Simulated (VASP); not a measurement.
CsPbBr3:

```xyz
5
Lattice="5.9430 0.0000 0.0000 0.0000 5.9430 0.0000 0.0000 0.0000 5.9430" Properties=species:S:1:pos:R:3 pbc="T T T"
Cs    0.0000    0.0000    0.0000
Pb    2.9715    2.9715    2.9715
Br    2.9715    2.9715    0.0000
Br    2.9715    0.0000    2.9715
Br    0.0000    2.9715    2.9715
```

Base run:

| Property | Result |
| --- | --- |
| Program | VASP 6.6.1 |
| Functional | r2SCAN |
| Potentials or basis | VASP PAW PBE potentials, release 64 (Cs_sv, Pb_d, Br) |
| Cutoff | 520 eV |
| k mesh | 4 × 4 × 4 |
| Occupations | gaussian, width 0.01 eV |
| Spin | no spin polarisation |

Its results: band gap on the k mesh 2.06 eV, direct; pressure 0.0 GPa.

Question: The run is repeated on the same cell with these changes: functional from r2SCAN to PBE. What comes out?

Answer: Band gap on the k mesh 1.67 eV, direct; pressure 0.7 GPa.

r2SCAN gives the wider gap, since meta-GGAs in the generalised Kohn-Sham scheme recover part of the derivative discontinuity.

Caveats: spin-orbit coupling is left out, which moves the levels of the heavy elements; the PAW data sets were made with another functional, which shifts forces and pressure a little (some runs).

A k mesh can miss the band edges.
